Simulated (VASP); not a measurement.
# WS2 in VASP: a series of runs

WS2 is run at these levels: PBEsol+D3(BJ); tasks: single point.

Program: VASP 6.6.1. These are calculated values, not measurements. Logs are shortened: lines on timing, memory, paths and dates and some standing lists are left out, and cuts for length are marked.

### 1 The cell of the first run

The cell holds a slab with vacuum, 3 atoms: a = 3.124 Å, b = 3.124 Å, c = 16.938 Å, α = 90.00°, β = 90.00°, γ = 120.00°.

### 2 Single point, PBEsol+D3(BJ) (atoms displaced along a vibrational mode)

INCAR

```
SYSTEM = WS2
  ALGO = Normal
  EDIFF = 1E-6
  ENCUT = 520
  GGA = PS
  ISIF = 2
  ISMEAR = 0
  IVDW = 12
  LASPH = .True.
  LCHARG = .True.
  LELF = .True.
  LREAL = .False.
  LVHAR = .True.
  LWAVE = .False.
  NBANDS = 20
  NELM = 100
  PREC = Accurate
  SIGMA = 0.05
```

KPOINTS

```
k-points
0
Gamma
  12 12 2
  0 0 0
```

POSCAR

```
WS2
1.0
    3.1239380587      0.0000000000      0.0000000000
   -1.5619690294      2.7054097187      0.0000000000
    0.0000000000      0.0000000000     16.9375357456
W S
1 2
Direct
    0.3333333333      0.6666666667      0.0020180381
    0.6423383994      0.3333333333      0.9013652059
    0.6909949339      0.3333333333      0.0870628629
```

Potentials or basis: VASP PAW PBE potentials, release 64 (W_sv, S).

On the command line:

```sh
cat potpaw_PBE.64/W_sv/POTCAR potpaw_PBE.64/S/POTCAR > POTCAR
mpirun -np 1 vasp_std > vasp.out
```

OUTCAR:

```text
SYSTEM = WS2
   EDIFF = 1E-6
   ENCUT = 520
   GGA = PS
   ISIF = 2
   ISMEAR = 0
   IVDW = 12
   LASPH = .True.
   LREAL = .False.
   NELM = 100
   PREC = Accurate
 IVDW          = 12

 ion  position               nearest neighbor table
   1  0.333  0.667  0.002-   3 2.26   3 2.31   3 2.36   2 2.43   2 2.48   2 2.53
   2  0.642  0.333  0.901-   1 2.43   1 2.48   1 2.53
   3  0.691  0.333  0.087-   1 2.26   1 2.31   1 2.36

  LATTYP: Found a hexagonal cell.
 ALAT       =     3.1239380587
 C/A-ratio  =     5.4218538996

  Lattice vectors:

 A1 = (   3.1239380587,   0.0000000000,   0.0000000000)
 A2 = (  -1.5619690294,   2.7054097187,   0.0000000000)
 A3 = (   0.0000000000,   0.0000000000,  16.9375357456)

Analysis of symmetry for initial positions (statically):
=====================================================================
 Subroutine PRICEL returns:
 Original cell was already a primitive cell.

 Routine SETGRP: Setting up the symmetry group for a
 hexagonal supercell.

 Subroutine GETGRP returns: Found  1 space group operations
 (whereof  1 operations were pure point group operations)
 out of a pool of 24 trial point group operations.

The static configuration has the point symmetry C_1 .

Analysis of symmetry for dynamics (positions and initial velocities):
=====================================================================
 Subroutine PRICEL returns:
 Original cell was already a primitive cell.

 Routine SETGRP: Setting up the symmetry group for a
 hexagonal supercell.

 Subroutine GETGRP returns: Found  1 space group operations
 (whereof  1 operations were pure point group operations)
 out of a pool of 24 trial point group operations.

The dynamic configuration has the point symmetry C_1 .

 Subroutine INISYM returns: Found  1 space group operations
 (whereof  1 operations are pure point group operations),
 and found     1 'primitive' translations

----------------------------------------------------------------------------------------

                                     Primitive cell

  volume of cell :     143.1481

  direct lattice vectors                    reciprocal lattice vectors
     3.123938059  0.000000000  0.000000000     0.320108780  0.184814890  0.000000000
    -1.561969029  2.705409719  0.000000000     0.000000000  0.369629780  0.000000000
     0.000000000  0.000000000 16.937535746     0.000000000  0.000000000  0.059040466

  length of vectors
     3.123938059  3.123938059 16.937535746     0.369629780  0.369629780  0.059040466

  position of ions in fractional coordinates (direct lattice)
     0.333333333  0.666666667  0.002018038
     0.642338399  0.333333333  0.901365206
     0.690994934  0.333333333  0.087062863

  ion indices of the primitive-cell ions
   primitive index   ion index
                 1           1
                 2           2
                 3           3

----------------------------------------------------------------------------------------

 KPOINTS: k-points

Automatic generation of k-mesh.
 Grid dimensions read from file:
 generate k-points for:   12   12    2

 Generating k-lattice:

  Cartesian coordinates                     Fractional coordinates (reciprocal lattice)
     0.026675732  0.015401241  0.000000000     0.083333333  0.000000000  0.000000000
     0.000000000  0.030802482  0.000000000     0.000000000  0.083333333  0.000000000
     0.000000000  0.000000000  0.029520233     0.000000000  0.000000000  0.500000000

  Length of vectors
     0.030802482  0.030802482  0.029520233

  Shift w.r.t. Gamma in fractional coordinates (k-lattice)
     0.000000000  0.000000000  0.000000000

 Subroutine IBZKPT returns following result:
 ===========================================

 Found    148 irreducible k-points:

 Following reciprocal coordinates:
            Coordinates               Weight
  0.000000  0.000000  0.000000      1.000000
  0.083333 -0.000000  0.000000      2.000000
  0.000000  0.083333  0.000000      2.000000
 -0.083333  0.083333  0.000000      2.000000
  0.166667  0.000000  0.000000      2.000000
  0.000000  0.166667  0.000000      2.000000
[... 16 lines left out ...]
  0.166667  0.083333  0.000000      2.000000
 -0.083333  0.250000  0.000000      2.000000
 [... further k-points ...]
   k-points           NKPTS =    148   k-points in BZ     NKDIM =    148   number of bands    NBANDS=     20
   number of dos      NEDOS =    301   number of ions     NIONS =      3
   total plane-waves  NPLWV =  72576
   dimension x,y,z NGX =    24 NGY =   24 NGZ =  126
   dimension x,y,z NGXF=    48 NGYF=   48 NGZF=  252
   ions per type =               1   2
   NGX,Y,Z   is equivalent  to a cutoff of  12.77, 12.77, 12.37 a.u.
   NGXF,Y,Z  is equivalent  to a cutoff of  25.54, 25.54, 24.73 a.u.
 SYSTEM =  WS2
   PREC   = accura    normal or accurate (medium, high low for compatibility)
   ISTART =      0    job   : 0-new  1-cont  2-samecut
   ICHARG =      2    charge: 1-file 2-atom 10-const
   ISPIN  =      1    spin polarized calculation?
   LNONCOLLINEAR =      F non collinear calculations
   LSORBIT =      F    spin-orbit coupling
   LASPH  =      T    aspherical Exc in radial PAW
   ENCUT  =  520.0 eV  38.22 Ry    6.18 a.u.   5.81  5.81 31.49*2*pi/ulx,y,z
   NELM   =    100;   NELMIN=  2; NELMDL= -5     # of ELM steps
   EDIFF  = 0.1E-05   stopping-criterion for ELM
   LREAL  =      F    real-space projection
   EDIFFG = 0.1E-04   stopping-criterion for IOM
   NSW    =      0    number of steps for IOM
   IBRION =     -1    ionic relax: 0-MD 1-quasi-New 2-CG
   NFREE  =      0    steps in history (QN), initial steepest desc. (CG)
   ISIF   =      2    stress and relaxation
   ISYM   =      2    0-nonsym 1-usesym 2-fastsym
   POTIM  = 0.5000    time-step for ionic-motion
   TEBEG  =    0.0;   TEEND  =   0.0 temperature during run
   PSTRESS=    0.0 pullay stress
   NELECT =      26.0000    total number of electrons
   NUPDOWN=      -1.0000    fix difference up-down
   EMIN   =  10.00;   EMAX   =-10.00  energy-range for DOS
   EFERMI =   0.00;   METHOD = LEGACY
   ISMEAR =     0;   SIGMA  =   0.05  broadening in eV -4-tet -1-fermi 0-gaus
   EFERMI_NEDOS =   21; number of points for ismear=-14 and -15
   IALGO  =     38    algorithm
   IMIX   =      4    mixing-type and parameters
     AMIX     =   0.40;   BMIX     =  1.00
     AMIX_MAG =   1.60;   BMIX_MAG =  1.00
  volume/ion in A,a.u.               =      47.72       322.00
  Fermi-wavevector in a.u.,A,eV,Ry     =   0.927123  1.752009 11.694985  0.859557
  Thomas-Fermi vector in A             =   2.053159
   LORBIT       =      0    0 simple, 1 ext, 2 COOP (PROOUT), +10 PAW based schemes
   GGA     = PS    functional components
   LHFCALC =     F    Hartree Fock is set to
   AEXX    =    0.0000 exact exchange contribution
   IVDW    =    12    specifies the selected vdW correction
   LEPSILON=     F    determine dielectric tensor
   LRPA    =     F    only Hartree local field effects (RPA)
 non-spin polarized calculation
 Gauss-broadening in eV      SIGMA  =   0.05
  energy-cutoff  :      520.00
  volume of cell :      143.15
 maximum number of plane-waves:      3892
   NGX = 11   NGY = 11   NGZ = 63

 number of electron      25.9999997 magnetization

 Free energy of the ion-electron system (eV)
  ---------------------------------------------------
  ext. energy  EPLUGINS =         0.00000000
  ---------------------------------------------------
  free energy    TOTEN  =       -24.88294443 eV

  energy without entropy =      -24.88294443  energy(sigma->0) =      -24.88294443

 E-fermi :  -0.8055     XC(G=0):  -4.6377

 val. band max:       -1.0187191633   @ k =   0.0000   0.0000   0.0000
 cond. band min:       0.7138753696   @ k =  -0.1667   0.3333   0.0000
 fundamental gap:      1.7325945330
 Fermi energy:        -0.8054804070

 k-point     1 :       0.0000    0.0000    0.0000
  band No.  band energies     occupation
      1     -74.9420      2.00000
      2     -39.2531      2.00000
      3     -39.0438      2.00000
      4     -39.0241      2.00000
      5     -16.0789      2.00000
      6     -14.3199      2.00000
[... 12 lines left out ...]
     19       4.4608      0.00000
     20       4.6763      0.00000

 k-point     2 :       0.0833   -0.0000    0.0000
  band No.  band energies     occupation
      1     -74.9405      2.00000
      2     -39.2481      2.00000
      3     -39.0719      2.00000
      4     -39.0311      2.00000
      5     -15.9561      2.00000
      6     -14.2709      2.00000
[... 12 lines left out ...]
     19       4.6145      0.00000
     20       5.1000      0.00000

 k-point     3 :       0.0000    0.0833    0.0000
  band No.  band energies     occupation
      1     -74.9405      2.00000
      2     -39.2481      2.00000
      3     -39.0656      2.00000
      4     -39.0373      2.00000
      5     -15.9563      2.00000
      6     -14.2707      2.00000
[... 12 lines left out ...]
     19       4.6125      0.00000
     20       5.1034      0.00000

 k-point     4 :      -0.0833    0.0833    0.0000
  band No.  band energies     occupation
      1     -74.9405      2.00000
      2     -39.2481      2.00000
      3     -39.0578      2.00000
      4     -39.0450      2.00000
      5     -15.9567      2.00000
      6     -14.2703      2.00000
[... 12 lines left out ...]
     19       4.6086      0.00000
     20       5.0929      0.00000

 k-point     5 :       0.1667    0.0000    0.0000
  band No.  band energies     occupation
      1     -74.9364      2.00000
      2     -39.2347      2.00000
      3     -39.1487      2.00000
      4     -39.0493      2.00000
      5     -15.6078      2.00000
      6     -14.1298      2.00000
[... 12 lines left out ...]
     19       5.0366      0.00000
     20       5.8887      0.00000

 k-point     6 :       0.0000    0.1667    0.0000
  band No.  band energies     occupation
      1     -74.9364      2.00000
      2     -39.2345      2.00000
      3     -39.1398      2.00000
      4     -39.0580      2.00000
      5     -15.6085      2.00000
      6     -14.1290      2.00000
[... 12 lines left out ...]
     19       5.0316      0.00000
     20       5.8938      0.00000

 k-point     7 :      -0.1667    0.1667    0.0000
  band No.  band energies     occupation
      1     -74.9364      2.00000
      2     -39.2345      2.00000
      3     -39.1314      2.00000
      4     -39.0659      2.00000
      5     -15.6101      2.00000
      6     -14.1275      2.00000
[... 12 lines left out ...]
     19       5.0227      0.00000
     20       5.8781      0.00000
[... 277 lines left out ...]
 k-point    20 :       0.0833    0.0833    0.0000
  band No.  band energies     occupation
      1     -74.9377      2.00000
      2     -39.2388      2.00000
      3     -39.1226      2.00000
      4     -39.0456      2.00000
      5     -15.7203      2.00000
      6     -14.1758      2.00000
[... 12 lines left out ...]
     19       4.9055      0.00000
     20       5.7395      0.00000

 k-point    21 :      -0.0833    0.1667    0.0000
  band No.  band energies     occupation
      1     -74.9377      2.00000
      2     -39.2387      2.00000
      3     -39.1047      2.00000
      4     -39.0628      2.00000
      5     -15.7218      2.00000
      6     -14.1742      2.00000
[... 12 lines left out ...]
     19       4.8905      0.00000
     20       5.7231      0.00000

 k-point    22 :      -0.1667    0.0833    0.0000
  band No.  band energies     occupation
      1     -74.9377      2.00000
      2     -39.2388      2.00000
      3     -39.1160      2.00000
      4     -39.0517      2.00000
      5     -15.7213      2.00000
      6     -14.1747      2.00000
[... 12 lines left out ...]
     19       4.8973      0.00000
     20       5.7242      0.00000

 k-point    23 :       0.1667    0.0833    0.0000
  band No.  band energies     occupation
      1     -74.9329      2.00000
      2     -39.2279      2.00000
      3     -39.2055      2.00000
      4     -39.0692      2.00000
      5     -15.2892      2.00000
      6     -13.9970      2.00000
[... 12 lines left out ...]
     19       5.4365      0.00000
     20       6.3483      0.00000

 k-point    24 :      -0.0833    0.2500    0.0000
  band No.  band energies     occupation
      1     -74.9329      2.00000
      2     -39.2239      2.00000
      3     -39.1925      2.00000
      4     -39.0850      2.00000
      5     -15.2910      2.00000
      6     -13.9940      2.00000
[... 12 lines left out ...]
     19       5.4190      0.00000
     20       6.3354      0.00000

 [... further k-points ...]

------------------------ aborting loop because EDIFF is reached ----------------------------------------

 Edisp (eV)   -0.75912

 E8    (eV) :    -0.5102

  FORCE on cell =-STRESS in cart. coord.  units (eV):
  Direction    XX          YY          ZZ          XY          YZ          ZX
  --------------------------------------------------------------------------------------
  -------------------------------------------------------------------------------------
  Total       0.80169     0.78916     0.69712     0.55271    -0.06068    -2.53308
  in kB       8.97289     8.83260     7.80251     6.18617    -0.67911   -28.35137
  external pressure =        8.54 kB  Pullay stress =        0.00 kB

 VOLUME and BASIS-vectors are now :
 -----------------------------------------------------------------------------
  energy-cutoff  :      520.00
  volume of cell :      143.15
      direct lattice vectors                 reciprocal lattice vectors
     3.123938059  0.000000000  0.000000000     0.320108780  0.184814890  0.000000000
    -1.561969029  2.705409719  0.000000000     0.000000000  0.369629780  0.000000000
     0.000000000  0.000000000 16.937535746     0.000000000  0.000000000  0.059040466

 POSITION                                       TOTAL-FORCE (eV/Angst)
 -----------------------------------------------------------------------------------
     -0.00000      1.80361      0.03418         0.515328      0.109192     -4.520619
      1.48597      0.90180     15.26691         0.569208     -0.030735      1.835104
      1.63797      0.90180      1.47463        -1.084536     -0.078457      2.685515
 -----------------------------------------------------------------------------------
    total drift:                                0.000010     -0.000000      0.000049

  FREE ENERGIE OF THE ION-ELECTRON SYSTEM (eV)
  ---------------------------------------------------
  free  energy   TOTEN  =       -25.6420598983 eV

  energy  without entropy=      -25.6420598983  energy(sigma->0) =      -25.64205990
```

Wall time 5.5 min (1 thread of Intel Xeon 6975P-C (Granite Rapids), shared host); peak memory 0.53 GiB.

Results:

```
Free energy                : -25.6421 eV
Largest force              : 4.551 eV/Å
Band gap on the k mesh     : 1.73 eV (least direct gap 2.03 eV)
Dispersion energy per atom : -0.253 eV
```

Forces on the atoms (eV/Å):
```
W    0.515  0.109 -4.521
S    0.569 -0.031  1.835
S   -1.085 -0.078  2.686
```

Caveat: the cell differs from its parent crystal (atoms displaced along a vibrational mode); the PAW data sets were made with another functional, which shifts forces and pressure a little; spin-orbit coupling is left out, which moves the levels of the heavy elements.

### 3 Single point, PBEsol+D3(BJ) (atoms displaced along a vibrational mode)

INCAR

```
PREC     = Accurate       # precision mode
ENCUT    = 520            # plane-wave cutoff, eV
EDIFF    = 1E-6           # SCF threshold, eV
ISMEAR   = 0              # smearing method
SIGMA    = 0.05           # smearing width, eV
LREAL    = F              # projectors in reciprocal space
LASPH    = T              # aspherical terms in the spheres
NELM     = 100            # most SCF steps
ALGO     = Normal         # electronic algorithm
ISIF     = 2              # what is computed and relaxed
LWAVE    = F              # write WAVECAR
LCHARG   = T              # write CHGCAR
GGA      = PS             # functional
IVDW     = 12             # dispersion correction
LELF     = T              # ELF
LVHAR    = T            
NBANDS   = 20             # bands
```

KPOINTS

```
regular mesh
0
Gamma
  12 12 2
```

POSCAR

```
WS2
1.0
    3.1239380587      0.0000000000      0.0000000000
   -1.5619690294      2.7054097187      0.0000000000
    0.0000000000      0.0000000000     16.9375357456
W S
1 2
Direct
    0.3333333333      0.6666666667      0.0020180381
    0.6618010132      0.3333333333      0.9013652059
    0.6715323201      0.3333333333      0.0870628629
```

Potentials or basis: VASP PAW PBE potentials, release 64 (W_sv, S).

On the command line:

```sh
cat potpaw_PBE.64/W_sv/POTCAR potpaw_PBE.64/S/POTCAR > POTCAR
mpirun -np 1 vasp_std > vasp.out
```

Run time: 4.9 min. Hardware: 1 thread of Intel Xeon 6975P-C (Granite Rapids), shared host; peak memory 0.53 GiB.

Results (log left out):

- Free energy: -25.7024 eV
- Largest force: 4.486 eV/Å
- Band gap on the k mesh: 1.76 eV (least direct gap 2.04 eV)
- Dispersion energy per atom: -0.253 eV

Forces in eV/Å, atoms in the order of the input:
```
W    0.103  0.004 -4.485
S    0.114 -0.001  1.895
S   -0.217 -0.003  2.590
```

Levels at points of the mesh, in eV from the valence-band top:
```
           k point  band 11  band 12  band 13  band 14  band 15  band 16
(0.00, 0.00, 0.00)    -1.36    -1.36     0.00     2.62     2.67     3.56
(0.50, 0.00, 0.00)    -2.29    -1.07    -0.98     3.01     3.26     4.00
(0.00, 0.50, 0.00)    -2.30    -1.06    -0.96     3.02     3.27     4.02
(0.50, 0.50, 0.00)    -2.32    -1.06    -0.93     3.02     3.28     4.03
(0.00, 0.00, 0.50)    -1.36    -1.36     0.00     2.62     2.67     3.56
(0.50, 0.00, 0.50)    -2.29    -1.07    -0.98     3.01     3.26     4.00
(0.00, 0.50, 0.50)    -2.30    -1.06    -0.96     3.02     3.27     4.02
(0.50, 0.50, 0.50)    -2.32    -1.06    -0.93     3.02     3.28     4.03
```

Caveat: the cell differs from its parent crystal (atoms displaced along a vibrational mode); the PAW data sets were made with another functional, which shifts forces and pressure a little; spin-orbit coupling is left out, which moves the levels of the heavy elements.

### 4 Single point, PBEsol+D3(BJ) (atoms displaced along a vibrational mode)

INCAR

```
  PREC = Accurate
  ENCUT = 520
  EDIFF = 1E-6
  ISMEAR = 0
  SIGMA = 0.05
  LREAL = F
  LASPH = T
  NELM = 80
  ALGO = Normal
  ISIF = 2
  LWAVE = F
  LCHARG = F
  GGA = PS
  IVDW = 12
  NBANDS = 20
```

KPOINTS

```
Automatic mesh
0
Gamma
  12 12 2
```

POSCAR

```
WS2
1.0
    3.1239380587      0.0000000000      0.0000000000
   -1.5619690294      2.7054097187      0.0000000000
    0.0000000000      0.0000000000     16.9375357456
W S
1 2
Direct
    0.3333333333      0.6666666667      0.0020180381
    0.6666666667      0.3333333333      0.9013652059
    0.6666666667      0.3333333333      0.0870628629
```

On the command line:

```sh
cat potpaw_PBE.64/W_sv/POTCAR potpaw_PBE.64/S/POTCAR > POTCAR
mpirun -np 1 vasp_std > vasp.out
```

Wall time 3 min (1 thread of Intel Xeon 8259CL, shared host); peak memory 0.31 GiB.

The run converged. Its results:

- Free energy: -25.7049 eV
- Largest force: 4.484 eV/Å
- Band gap on the k mesh: 1.76 eV (least direct gap 2.04 eV)
- Dispersion energy per atom: -0.253 eV

Forces in eV/Å, atoms in the order of the input:
```
W    0.000  0.000 -4.484
S    0.000  0.000  1.898
S    0.000  0.000  2.586
```

Levels at points of the mesh, in eV from the valence-band top:
| k point | band 9 | band 10 | band 11 | band 12 | band 13 | band 14 | band 15 | band 16 | band 17 | band 18 |
| --- | --- | --- | --- | --- | --- | --- | --- | --- | --- | --- |
| (0.00, 0.00, 0.00) | -3.16 | -2.46 | -1.36 | -1.36 | 0.00 | 2.65 | 2.65 | 3.60 | 3.60 | 5.04 |
| (0.50, 0.00, 0.00) | -4.61 | -3.60 | -2.30 | -1.06 | -0.96 | 3.02 | 3.27 | 4.02 | 4.89 | 5.28 |
| (0.00, 0.00, 0.50) | -3.16 | -2.46 | -1.36 | -1.36 | 0.00 | 2.65 | 2.65 | 3.60 | 3.60 | 5.10 |
| (0.50, 0.00, 0.50) | -4.61 | -3.60 | -2.30 | -1.06 | -0.96 | 3.02 | 3.27 | 4.02 | 4.89 | 5.28 |

Caveat: the cell differs from its parent crystal (atoms displaced along a vibrational mode); the PAW data sets were made with another functional, which shifts forces and pressure a little; spin-orbit coupling is left out, which moves the levels of the heavy elements.

### 5 Overview

| cell | gap on the mesh (eV) | largest force (eV/Å) |
| --- | --- | --- |
| as given, atomic positions A | 1.73 | 4.55 |
| as given, atomic positions B | 1.76 | 4.49 |
| as given, atomic positions C | 1.76 | 4.48 |

Alike in all rows: task single point; level PBEsol+D3(BJ); potentials or basis VASP PAW PBE potentials, release 64 (W_sv, S); no spin polarisation; k mesh 12 × 12 × 2; cutoff (eV) 520; smearing gaussian 0.05 eV.

Caveats: the PAW data sets were made with another functional, which shifts forces and pressure a little; spin-orbit coupling is left out, which moves the levels of the heavy elements.

Absolute energies hang on the potentials; compare differences alone.
